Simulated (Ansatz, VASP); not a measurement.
One calculation of Te2Mo, two programs

```
CELL_PARAMETERS angstrom
1.77341 1.02388 7.10414
-1.77341 1.02388 7.10414
0.00000 -2.04776 7.10414
ATOMIC_POSITIONS crystal
Mo 0.99996 0.99996 0.99996
Te 0.41742 0.41742 0.41742
Te 0.24928 0.24928 0.24928
```

Alike in both runs: task single point; functional r2SCAN; k mesh 6 × 6 × 6; no spin polarisation.

```csv
,VASP,Ansatz
version,VASP 6.6.1,Ansatz 0.2.0
potentials or method,"VASP PAW PBE potentials, release 64 (Mo_sv, Te)","plane waves, PAW"
plane-wave cutoff (eV),520,500
occupations,"gaussian, width 0.01 eV",fixed
valence electrons in the cell,26,46
```

|  | VASP | Ansatz | Ansatz less VASP |
| --- | --- | --- | --- |
| gap on the k mesh at the Fermi level (eV) | 0.97 | 0.98 | +0.010 |

VASP's potentials were made for PBE, not for r2SCAN. VASP's potentials hold 26 valence electrons a cell and Ansatz's 46, so a difference there can come from the potentials and not from the codes.

Neither program's run includes spin-orbit coupling.
